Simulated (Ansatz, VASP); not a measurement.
**LiF: VASP beside Ansatz**

```
Li F
1.0
     3.14930    0.00000    0.00000
    -1.57465    2.72738    0.00000
     0.00000    0.00000    4.72679
Li F
2 2
Direct
  0.33333 0.66667 0.38398
  0.66667 0.33333 0.88398
  0.33333 0.66667 0.99102
  0.66667 0.33333 0.49102
```

Alike in both runs: task single point; functional LDA; k mesh 9 × 9 × 6; occupations gaussian, width 0.05 eV; no spin polarisation.

```csv
,VASP,Ansatz
version,VASP 6.6.1,Ansatz 0.2.0
potentials or method,"VASP PAW LDA potentials, release 64 (Li_sv, F), cutoff 520 eV","scalar-relativistic, plane waves, PAW"
valence electrons in the cell,20,20
```

```tsv
	VASP	Ansatz	Ansatz less VASP
gap on the k mesh at the Fermi level (eV)	7.31	7.32	+0.014
least direct gap on the mesh (eV)	7.31	7.32	+0.014
rms of the force components (eV/Å)	0.033	0.031	-0.0016
```

LDA's correlation is that of Perdew and Zunger in VASP and of Perdew and Wang (1992) in Ansatz. Atom by atom the forces differ by 0.002 eV/Å (rms over components).

Noted on VASP's run: the cutoff is short for stress, so the pressure is rough.
